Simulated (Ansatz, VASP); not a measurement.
# One calculation of Sb, two programs

```
Sb
1.0
     3.38847    0.00000    0.00000
     0.00000    4.79202    0.00000
     0.00000    0.00000   24.47120
Sb
6
Cartesian
  0.8471 1.1980 8.0000
  2.5413 3.5940 9.6943
  0.8471 1.1980 11.3885
  2.5413 3.5940 13.0827
  0.8471 1.1980 14.7769
  2.5413 3.5940 16.4712
```

Alike in both runs: task single point; functional PBE; k mesh 10 × 7 × 1; occupations fermi-dirac, width 0.08 eV; no spin polarisation.

|  | VASP | Ansatz |
| --- | --- | --- |
| version | VASP 6.6.1 | Ansatz 0.2.0 |
| potentials or method | VASP PAW PBE potentials, release 64 (Sb) | PAW with Ansatz's default frozen-core files, scalar-relativistic |
| plane-wave cutoff (eV) | 520 | 420 |
| valence electrons in the cell | 30 | 90 |

```csv
,VASP,Ansatz,Ansatz less VASP
rms of the force components (eV/Å),0.372,0.370,-0.0016
```

Atom by atom the forces differ by 0.003 eV/Å (rms over components). With one functional, cell and mesh, what is left measures potentials, basis and numerics. VASP's potentials hold 30 valence electrons a cell and Ansatz's 90, so a difference there can come from the potentials and not from the codes.

Spin-orbit coupling is off throughout.
